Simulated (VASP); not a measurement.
A run of VASP 6.6.1 is set up as follows.

INCAR

```
SYSTEM = ScAlN2
PREC = Accurate
ENCUT = 520
EDIFF = 1E-6
ISMEAR = 0
SIGMA = 0.01
LREAL = .FALSE.
LASPH = .TRUE.
NELM = 100
ALGO = Normal
ISIF = 2
LWAVE = .FALSE.
LCHARG = .FALSE.
GGA = PE
NBANDS = 20
```

KPOINTS

```
Automatic mesh
0
G
  8 8 8
  0 0 0
```

Contents of POSCAR:

```
ScAlN2
1.0
    1.5122599954      0.8731037154      4.8859818691
   -1.5122599954      0.8731037154      4.8859818691
    0.0000000000     -1.7462074309      4.8859818690
Sc Al N
1 1 2
Direct
    1.0000000000      0.0000000000      0.0000000000
    0.5000000000      0.5000000000      0.5000000000
    0.2435541991      0.2435541991      0.2435541991
    0.7564458009      0.7564458009      0.7564458009
```

Potentials or basis: VASP PAW PBE potentials, release 64 (Sc_sv, Al, N).

Command:

```bash
$ cat potpaw_PBE.64/Sc_sv/POTCAR potpaw_PBE.64/Al/POTCAR potpaw_PBE.64/N/POTCAR > POTCAR
$ mpirun -np 1 vasp_std > vasp.out
```

Estimate the band gap on the k mesh.

0.73 eV, indirect (least direct gap 2.59 eV).

What does it give for the pressure?

7.8 GPa.

Predict the largest force.

0.138 eV/Å.

Forces in eV/Å, atoms in the order of the input:
```
Sc   0.000  0.000  0.000
Al   0.000  0.000  0.000
N    0.000  0.000 -0.138
N    0.000  0.000  0.138
```

 A k mesh can miss the band edges.
